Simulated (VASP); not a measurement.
# Si13P2Pt3Au2 in VASP: notebook, part 2 of 2

VASP 6.6.1. The steps go on from the part before.

## 3. Single point, PBE

Input file INCAR:

```
  ALGO = Normal
  EDIFF = 1E-6
  ENCUT = 400
  GGA = PE
  GGA_COMPAT = F
  ISIF = 2
  ISMEAR = -1
  ISYM = -1
  LASPH = T
  LCHARG = F
  LREAL = Auto
  LWAVE = F
  NBANDS = 73
  NELM = 120
  PREC = Accurate
  SIGMA = 0.1456
```

Input file KPOINTS:

```
explicit points
1
Reciprocal
  0.25000000   0.25000000   0.25000000 1
```

Input file POSCAR:

```
Si13P2Pt3Au2
1.0
    6.4794480000     -0.0023350000     -0.0331270000
   -0.0023350000      6.7843160000      0.1466780000
   -0.0331270000      0.1466780000      7.1568870000
Si Pt P Au
13 3 2 2
Direct
    0.3816241293      0.4713718721      0.7799694447
    1.0344416520      0.4932195789      0.0754437631
    0.6062667325      0.9357117071      0.2785607033
    1.0152136901     -0.0466910148      0.4691441305
    0.9881082530      0.3985183467      0.7735232075
    0.9686165341      0.1886995893      0.2085866776
    0.2464264834      0.7726567784      0.8992191185
    0.3291883228      0.8520526666      0.5841783782
    0.4613286357      0.2825159573      0.2746470020
    0.6961444553      0.1336589106      0.6041206681
    0.0639721907      0.0601434252      0.7952138254
    0.6542917233      0.5988017158      0.1722460734
    0.7496100120      0.2893552164      0.9377078731
    0.3154701029      0.2249818377      0.5416063845
    0.3006479428      0.1145243348      0.0213510936
    0.8857029939      0.7938155069      0.0095370253
    0.5879342200      0.9112498208      0.8217598232
    0.7352034712      0.7481443012      0.5897227070
    0.2710407172      0.7235139665      0.2992371102
    0.9499649093      0.4701572444      0.4338881923
```

Potentials or basis: VASP PAW PBE potentials, release 64 (Si, Pt, P, Au).

Run with:

```console
> cat potpaw_PBE.64/Si/POTCAR potpaw_PBE.64/Pt/POTCAR potpaw_PBE.64/P/POTCAR potpaw_PBE.64/Au/POTCAR > POTCAR
> mpirun -np 1 vasp_std > vasp.out
```

OUTCAR:

```text
EDIFF = 1E-6
   ENCUT = 400
   GGA = PE
   ISIF = 2
   ISMEAR = -1
   ISYM = -1
   LASPH = T
   LREAL = Auto
   NELM = 120
   PREC = Accurate

 ion  position               nearest neighbor table
   1  0.382  0.471  0.780-   7 2.42  14 2.47   5 2.60  13 2.88   8 2.91  15 2.96   2 3.11
   2  0.034  0.493  0.075-   6 2.28  16 2.29   5 2.30  13 2.52  20 2.63   7 2.63  12 2.67  19 2.74
                             1 3.11  15 3.14
   3  0.606  0.936  0.279-  12 2.46   9 2.53  19 2.61  18 2.65  10 2.79  16 2.85   8 2.88  15 2.92
                             6 2.94   4 2.97
   4  0.015  0.953  0.469-   8 2.28   6 2.42  18 2.43  11 2.49  10 2.62  19 2.62  14 2.74   3 2.97
                            20 3.33
   5  0.988  0.399  0.774-  13 2.07   2 2.30  11 2.35  20 2.47   1 2.60  10 2.90  14 2.98  15 3.26
                            16 3.30
   6  0.969  0.189  0.209-   2 2.28   4 2.42  13 2.47  20 2.55  15 2.61   3 2.94  16 3.13  14 3.28

   7  0.246  0.773  0.899-   8 2.36  11 2.37   1 2.42  17 2.46  16 2.48  15 2.54   2 2.63  19 2.87

   8  0.329  0.852  0.584-  19 2.28   4 2.28   7 2.36  17 2.42  14 2.54  18 2.72  11 2.73   3 2.88
                             1 2.91  10 3.06
   9  0.461  0.283  0.275-  14 2.16  15 2.41   3 2.53  12 2.57  10 2.94  13 3.06  19 3.25
  10  0.696  0.134  0.604-  17 2.24  14 2.57   4 2.62  18 2.63  13 2.67  11 2.77   3 2.79   5 2.90
                             9 2.94  20 3.03   8 3.06
  11  0.064  0.060  0.795-  15 2.26   5 2.35   7 2.37   4 2.49  16 2.60  14 2.66   8 2.73  10 2.77
                            13 2.79
  12  0.654  0.599  0.172-  16 2.29   3 2.46   9 2.57   2 2.67  20 2.78  19 2.80  13 2.82
  13  0.750  0.289  0.938-   5 2.07   6 2.47   2 2.52  10 2.67  11 2.79  12 2.82   1 2.88  17 2.92
                             9 3.06  15 3.19
  14  0.315  0.225  0.542-   9 2.16   1 2.47   8 2.54  10 2.57  11 2.66   4 2.74  20 2.97   5 2.98
                             6 3.28  15 3.49
  15  0.301  0.115  0.021-  11 2.26   9 2.41   7 2.54   6 2.61  17 2.76   3 2.92   1 2.96   2 3.14
                            13 3.19  19 3.26   5 3.26  16 3.46  14 3.49
  16  0.886  0.794  0.010-   2 2.29  12 2.29  17 2.45   7 2.48  11 2.60   3 2.85   6 3.13  18 3.18
                            19 3.25   5 3.30  15 3.46
  17  0.588  0.911  0.822-  10 2.24  18 2.25   8 2.42  16 2.45   7 2.46  15 2.76  13 2.92
  18  0.735  0.748  0.590-  17 2.25   4 2.43  10 2.63  20 2.64   3 2.65   8 2.72  16 3.18
  19  0.271  0.724  0.299-   8 2.28   3 2.61   4 2.62   2 2.74  12 2.80  20 2.85   7 2.87   9 3.25
                            16 3.25  15 3.26
  20  0.950  0.470  0.434-   5 2.47   6 2.55   2 2.63  18 2.64  12 2.78  19 2.85  14 2.97  10 3.03
                             4 3.33

IMPORTANT INFORMATION: All symmetrisations will be switched off!
NOSYMM: (Re-)initialisation of all symmetry stuff for point group C_1.

----------------------------------------------------------------------------------------

                                     Primitive cell

  volume of cell :     314.4600

  direct lattice vectors                    reciprocal lattice vectors
     6.479448000 -0.002335000 -0.033127000     0.154337797  0.000037691  0.000713609
    -0.002335000  6.784316000  0.146678000     0.000037691  0.147464145 -0.003022054
    -0.033127000  0.146678000  7.156887000     0.000713609 -0.003022054  0.139790793

  length of vectors
     6.479533103  6.785901817  7.158466551     0.154339451  0.147495113  0.139825276

  position of ions in fractional coordinates (direct lattice)
     0.381624129  0.471371872  0.779969445
     0.034441652  0.493219579  0.075443763
     0.606266733  0.935711707  0.278560703
     0.015213690  0.953308985  0.469144130
     0.988108253  0.398518347  0.773523207
     0.968616534  0.188699589  0.208586678
[... 12 lines left out ...]
     0.271040717  0.723513967  0.299237110
     0.949964909  0.470157244  0.433888192

  ion indices of the primitive-cell ions
   primitive index   ion index
                 1           1
                 2           2
                 3           3
                 4           4
                 5           5
                 6           6
[... 12 lines left out ...]
                19          19
                20          20

----------------------------------------------------------------------------------------

 KPOINTS: explicit points

Read explicit list of k-points.

 Found      1 k-points:

 Following reciprocal coordinates:
            Coordinates               Weight
  0.250000  0.250000  0.250000      1.000000
   k-points           NKPTS =      1   k-points in BZ     NKDIM =      1   number of bands    NBANDS=     73
   number of dos      NEDOS =    301   number of ions     NIONS =     20
   total plane-waves  NPLWV =  96768
   dimension x,y,z NGX =    42 NGY =   48 NGZ =   48
   dimension x,y,z NGXF=    84 NGYF=   96 NGZF=   96
   ions per type =              13   3   2   2
   NGX,Y,Z   is equivalent  to a cutoff of  10.78, 11.76, 11.15 a.u.
   NGXF,Y,Z  is equivalent  to a cutoff of  21.55, 23.52, 22.29 a.u.
 SYSTEM =  unknown system
   PREC   = accura    normal or accurate (medium, high low for compatibility)
   ISTART =      0    job   : 0-new  1-cont  2-samecut
   ICHARG =      2    charge: 1-file 2-atom 10-const
   ISPIN  =      1    spin polarized calculation?
   LNONCOLLINEAR =      F non collinear calculations
   LSORBIT =      F    spin-orbit coupling
   LASPH  =      T    aspherical Exc in radial PAW
   ENCUT  =  400.0 eV  29.40 Ry    5.42 a.u.  10.57 11.07 11.67*2*pi/ulx,y,z
   NELM   =    120;   NELMIN=  2; NELMDL= -5     # of ELM steps
   EDIFF  = 0.1E-05   stopping-criterion for ELM
   LREAL  =      T    real-space projection
   EDIFFG = 0.1E-04   stopping-criterion for IOM
   NSW    =      0    number of steps for IOM
   IBRION =     -1    ionic relax: 0-MD 1-quasi-New 2-CG
   NFREE  =      0    steps in history (QN), initial steepest desc. (CG)
   ISIF   =      2    stress and relaxation
   ISYM   =     -1    0-nonsym 1-usesym 2-fastsym
   POTIM  = 0.5000    time-step for ionic-motion
   TEBEG  =    0.0;   TEEND  =   0.0 temperature during run
   PSTRESS=    0.0 pullay stress
   NELECT =     114.0000    total number of electrons
   NUPDOWN=      -1.0000    fix difference up-down
   EMIN   =  10.00;   EMAX   =-10.00  energy-range for DOS
   EFERMI =   0.00;   METHOD = LEGACY
   ISMEAR =    -1;   SIGMA  =   0.15  broadening in eV -4-tet -1-fermi 0-gaus
   EFERMI_NEDOS =   21; number of points for ismear=-14 and -15
   IALGO  =     38    algorithm
   IMIX   =      4    mixing-type and parameters
     AMIX     =   0.40;   BMIX     =  1.00
     AMIX_MAG =   1.60;   BMIX_MAG =  1.00
  volume/ion in A,a.u.               =      15.72       106.10
  Fermi-wavevector in a.u.,A,eV,Ry     =   1.167315  2.205905 18.539620  1.362624
  Thomas-Fermi vector in A             =   2.303816
   LORBIT       =      0    0 simple, 1 ext, 2 COOP (PROOUT), +10 PAW based schemes
   GGA     = PE    functional components
   LHFCALC =     F    Hartree Fock is set to
   AEXX    =    0.0000 exact exchange contribution
   IVDW    =     0    specifies the selected vdW correction
   LEPSILON=     F    determine dielectric tensor
   LRPA    =     F    only Hartree local field effects (RPA)
 non-spin polarized calculation
  energy-cutoff  :      400.00
  volume of cell :      314.46
 maximum number of plane-waves:      5713
 NGX is ok and might be reduce to    42
   NGX = 21   NGY = 23   NGZ = 23

 number of electron     114.0000009 magnetization

 Free energy of the ion-electron system (eV)
  ---------------------------------------------------
  ext. energy  EPLUGINS =         0.00000000
  ---------------------------------------------------
  free energy    TOTEN  =       -99.23570370 eV

  energy without entropy =      -98.60130732  energy(sigma->0) =      -98.91850551

 E-fermi :   9.4208     XC(G=0): -11.3052

 val. band max:        9.2764325298   @ k =   0.2500   0.2500   0.2500
 cond. band min:       9.5453659372   @ k =   0.2500   0.2500   0.2500
 fundamental gap:      0.2689334074
 Fermi energy:         9.4208127606

 k-point     1 :       0.2500    0.2500    0.2500
  band No.  band energies     occupation
      1      -4.9146      2.00000
      2      -3.5200      2.00000
      3      -2.6810      2.00000
      4      -2.0113      2.00000
      5      -1.1526      2.00000
      6      -0.8357      2.00000
[... 61 lines left out ...]
     68      11.9076      0.00000
     69      12.3531      0.00000
 [bands above 69 left out]

------------------------ aborting loop because EDIFF is reached ----------------------------------------

  FORCE on cell =-STRESS in cart. coord.  units (eV):
  Direction    XX          YY          ZZ          XY          YZ          ZX
  --------------------------------------------------------------------------------------
  -------------------------------------------------------------------------------------
  Total       19.8217228     25.1039532     20.5001825      3.7254665      3.5209442      0.9525278
  in kB      100.9918959    127.9049180    104.4486559     18.9812927     17.9392497      4.8531396
  external PRESSURE =     111.1151566 kB  Pullay stress =       0.0000000 kB

 VOLUME and BASIS-vectors are now :
 -----------------------------------------------------------------------------
  energy-cutoff  :      400.00
  volume of cell :      314.46
      direct lattice vectors                 reciprocal lattice vectors
     6.479448000 -0.002335000 -0.033127000     0.154337797  0.000037691  0.000713609
    -0.002335000  6.784316000  0.146678000     0.000037691  0.147464145 -0.003022054
    -0.033127000  0.146678000  7.156887000     0.000713609 -0.003022054  0.139790793

 POSITION                                       TOTAL-FORCE (eV/Angst)
 -----------------------------------------------------------------------------------
      2.44578      3.31145      5.63865        -0.073296     -0.388787      0.501418
      0.21951      3.35714      0.61115         1.585720      0.388976      0.552645
      3.91686      6.38761      2.11079         0.691920     -0.452641     -0.265419
      0.08081      6.53633      3.49694        -1.465251      0.333578     -0.415893
      6.37584      2.81483      5.56174         3.262589      1.462144     -3.625210
      6.26875      1.30853      1.48842         0.345206     -1.937591      0.381986
[... 12 lines left out ...]
      1.74459      4.95181      2.23875        -0.367214     -0.621281     -1.825444
      6.13978      3.25112      3.14278        -0.364708     -0.179493      0.110267
 -----------------------------------------------------------------------------------
    total drift:                               -0.000753     -0.003572     -0.009721

  FREE ENERGIE OF THE ION-ELECTRON SYSTEM (eV)
  ---------------------------------------------------
  free  energy   TOTEN  =       -99.2357036962 eV

  energy  without entropy=      -98.6013073159  energy(sigma->0) =      -98.91850551
```

Wall time 85 s (1 thread of Intel Xeon 8259CL, shared host); peak memory 0.3 GiB.

Results:

| Property | Result |
| --- | --- |
| Free energy | -99.2357 eV |
| Pressure | 11.1 GPa |
| Largest force | 5.092 eV/Å |

Forces in eV/Å, atoms in the order of the input:
```
Si  -0.073 -0.389  0.501
Si   1.586  0.389  0.553
Si   0.692 -0.453 -0.265
Si  -1.465  0.334 -0.416
Si   3.263  1.462 -3.625
Si   0.345 -1.938  0.382
Si   0.578 -0.684  0.760
Si   1.103  0.391  1.093
Si   1.270  0.823 -2.604
Si  -0.440  1.313 -0.181
Si  -1.611 -0.515 -0.939
Si  -0.950 -1.570  1.246
Si  -4.308 -1.715  1.812
Pt  -0.581  0.739  2.878
Pt   1.266  0.531  1.309
Pt  -0.291  2.093 -0.666
P    0.006  0.590  1.746
P    0.344 -0.601 -1.868
Au  -0.367 -0.621 -1.825
Au  -0.365 -0.179  0.110
```

Stress tensor (GPa, compression positive):
```
10.10  1.90  0.49
 1.90 12.79  1.79
 0.49  1.79 10.44
```

Caveat: the atoms stand as in a frame of molecular dynamics; spin-orbit coupling is left out, which moves the levels of the heavy elements.

## 4. Single point, PBE

Changes to INCAR since step 3:

```diff
@@ -9,4 +9,6 @@
   LASPH = T
-  LCHARG = F
+  LCHARG = T
+  LELF = T
   LREAL = Auto
+  LVHAR = T
   LWAVE = F
```

KPOINTS is that of step 3.

Input file POSCAR:

```
Si13P2Pt3Au2
1.0
    6.4794480000     -0.0023350000     -0.0331270000
   -0.0023350000      6.7843160000      0.1466780000
   -0.0331270000      0.1466780000      7.1568870000
Si Pt P Au
13 3 2 2
Direct
    0.5175667795      0.4697451190      0.8126657805
    0.9326353893      0.5088400093      0.0594791811
    0.6249682509      0.9681532321      0.2887265851
    0.9747512007     -0.1334421584      0.5118273646
    1.0513598814      0.3964203835      0.7476088766
    1.0135573290      0.1113989488      0.2080747312
    0.2878587513      0.6839128013      0.9788352024
    0.4066144321      0.7997987896      0.6526862908
    0.4147670939      0.3497348015      0.2998818604
    0.7333159904      0.2019955077      0.5374216837
    0.1049053758     -0.0137109670      0.7895354918
    0.6285096100      0.6097436881      0.2257851288
    0.7520978517      0.2351098489      0.9720451508
    0.3362531483      0.1247660529      0.5472110462
    0.3126553101      0.1669159701      0.0407243305
    0.8273712517      0.8508229662      0.0308911286
    0.6202704067      0.9964773843      0.7965125603
    0.7105247111      0.6255451780      0.6071865933
    0.2855022791      0.7468826985      0.3108401144
    1.0050198877      0.4101568366      0.3979951492
```

Run with:

```console
> cat potpaw_PBE.64/Si/POTCAR potpaw_PBE.64/Pt/POTCAR potpaw_PBE.64/P/POTCAR potpaw_PBE.64/Au/POTCAR > POTCAR
> mpirun -np 1 vasp_std > vasp.out
```

Wall time 82 s (1 thread of Intel Xeon 8259CL, shared host); peak memory 0.3 GiB.

The run converged. Its results:

```
Free energy   : -100.0335 eV
Pressure      : 8.8 GPa
Largest force : 2.169 eV/Å
```

Forces in eV/Å, atoms in the order of the input:
```
Si  -1.214 -1.120  1.110
Si   1.643  0.966 -0.395
Si  -0.503  0.668  0.117
Si  -0.483  0.127 -0.479
Si   0.591 -0.753  1.128
Si   0.440 -0.817  0.523
Si  -0.921 -0.333 -1.116
Si  -0.790 -1.092  0.181
Si  -0.233 -0.267 -0.417
Si  -0.198 -0.883  0.361
Si  -0.532  0.073  1.471
Si   0.650  0.004  0.375
Si  -0.710  0.380 -0.632
Pt  -0.133  1.294  0.100
Pt   0.825 -0.465 -0.853
Pt   0.887  0.303 -0.098
P   -0.023  0.015 -0.387
P    0.667  0.963 -1.826
Au  -1.067  0.441  1.019
Au   1.104  0.496 -0.182
```

Stress tensor (GPa, compression positive):
```
10.61  1.65  2.48
 1.65  9.78  4.33
 2.48  4.33  6.13
```

Levels at points of the mesh, in eV from the Fermi level:
| k point | band 53 | band 54 | band 55 | band 56 | band 57 | band 58 | band 59 | band 60 | band 61 | band 62 |
| --- | --- | --- | --- | --- | --- | --- | --- | --- | --- | --- |
| (0.25, 0.25, 0.25) | -1.11 | -1.03 | -0.86 | -0.43 | -0.09 | 0.14 | 0.33 | 0.52 | 0.77 | 0.91 |

Caveat: the atoms stand as in a frame of molecular dynamics; spin-orbit coupling is left out, which moves the levels of the heavy elements.

## 5. Single point, PBE

Input file INCAR:

```
SYSTEM = Si13P2Pt3Au2
  PREC = Accurate
  ENCUT = 400
  EDIFF = 1E-6
  ISMEAR = -1
  SIGMA = 0.1456
  LREAL = Auto
  LASPH = .TRUE.
  NELM = 120
  ALGO = Normal
  ISIF = 2
  LWAVE = .FALSE.
  LCHARG = .TRUE.
  GGA = PE
  LELF = .TRUE.
  LVHAR = .TRUE.
  NBANDS = 73
  ISYM = -1
  GGA_COMPAT = .FALSE.
```

KPOINTS is that of step 4.

Input file POSCAR:

```
Si13P2Pt3Au2
1.0
    6.4794480000     -0.0023350000     -0.0331270000
   -0.0023350000      6.7843160000      0.1466780000
   -0.0331270000      0.1466780000      7.1568870000
Si Pt P Au
13 3 2 2
Direct
    0.4904739529      0.4252104300      0.8088147703
    0.9528212810      0.4625843650     -0.0011226723
    0.5562761999      0.9456456899      0.2849828903
    1.0320864110     -0.0895668343      0.5343789011
    1.1445203450      0.3867512694      0.7563617566
    1.0895534798      0.0683514773      0.2321826487
    0.2898501218      0.6536956382      0.9876056582
    0.3262843180      0.7454801557      0.6720975589
    0.4696934127      0.3640257701      0.2890404671
    0.7645567263      0.1893234987      0.4990032508
    0.1225909824     -0.0570521560      0.9044921860
    0.7645848374      0.5957724261      0.3259446033
    0.7287649738      0.1842145462      0.9378637075
    0.3120160575      0.1258808330      0.6339206148
    0.3701309767      0.1718494148      0.0520768038
    0.7910503429      0.8660286142      0.0718261696
    0.6578329564      0.9783281662      0.7063132076
    0.7825486023      0.6453750219      0.6630248836
    0.3013628631      0.6966725799      0.3617976233
    1.0559049748      0.4079728982      0.4096284202
```

Run with:

```console
> cat potpaw_PBE.64/Si/POTCAR potpaw_PBE.64/Pt/POTCAR potpaw_PBE.64/P/POTCAR potpaw_PBE.64/Au/POTCAR > POTCAR
> mpirun -np 1 vasp_std > vasp.out
```

It took 92 s on 1 thread of Intel Xeon 8259CL, shared host; peak memory 0.3 GiB.

The run converged. Its results:

| Item | Value |
| --- | --- |
| Free energy | -100.7580 eV |
| Pressure | 12.9 GPa |
| Largest force | 2.853 eV/Å |

Forces in eV/Å, atoms in the order of the input:
```
Si   1.698  1.045 -0.022
Si  -0.790  0.958  0.971
Si  -0.114  0.941  0.509
Si  -0.588 -0.344 -0.506
Si  -1.175  0.506 -1.082
Si  -1.300 -0.408  0.637
Si   0.049 -0.972  1.651
Si   0.846 -0.180  1.103
Si   0.980  1.144  1.760
Si  -0.275  0.286 -1.947
Si  -0.579  0.200 -0.760
Si  -1.383  0.348 -0.375
Si   0.558  0.912  0.343
Pt   0.703  0.526  1.127
Pt  -0.186 -0.432 -0.558
Pt   2.330 -1.082 -0.536
P   -1.482 -2.343  0.674
P   -0.310  0.590 -0.626
Au   0.862  0.536 -2.383
Au   0.155 -2.232  0.021
```

Stress tensor (GPa, compression positive):
```
13.75 -2.61 -1.17
-2.61 10.32  3.57
-1.17  3.57 14.77
```

Levels at points of the mesh, in eV from the Fermi level:
| k point | band 54 | band 55 | band 56 | band 57 | band 58 | band 59 | band 60 | band 61 |
| --- | --- | --- | --- | --- | --- | --- | --- | --- |
| (0.25, 0.25, 0.25) | -1.07 | -0.94 | -0.37 | -0.12 | 0.11 | 0.43 | 0.73 | 0.91 |

Caveat: the atoms stand as in a frame of molecular dynamics; spin-orbit coupling is left out, which moves the levels of the heavy elements.

## 6. Overview

```csv
cell,smearing,pressure (GPa),largest force (eV/Å)
"as given, atomic positions A",fermi-dirac 0.2025 eV,13.9,3.72
"as given, atomic positions B",fermi-dirac 0.1456 eV,11.1,5.09
"as given, atomic positions C",fermi-dirac 0.1456 eV,8.8,2.17
"as given, atomic positions D",fermi-dirac 0.1456 eV,12.9,2.85
```

Alike in all rows: task single point; level PBE; potentials or basis VASP PAW PBE potentials, release 64 (Si, Pt, P, Au); no spin polarisation; k mesh 1 × 1 × 1, shifted; cutoff (eV) 400.

Caveats: the atoms stand as in a frame of molecular dynamics; spin-orbit coupling is left out, which moves the levels of the heavy elements.

Absolute energies hang on the potentials; compare differences alone.
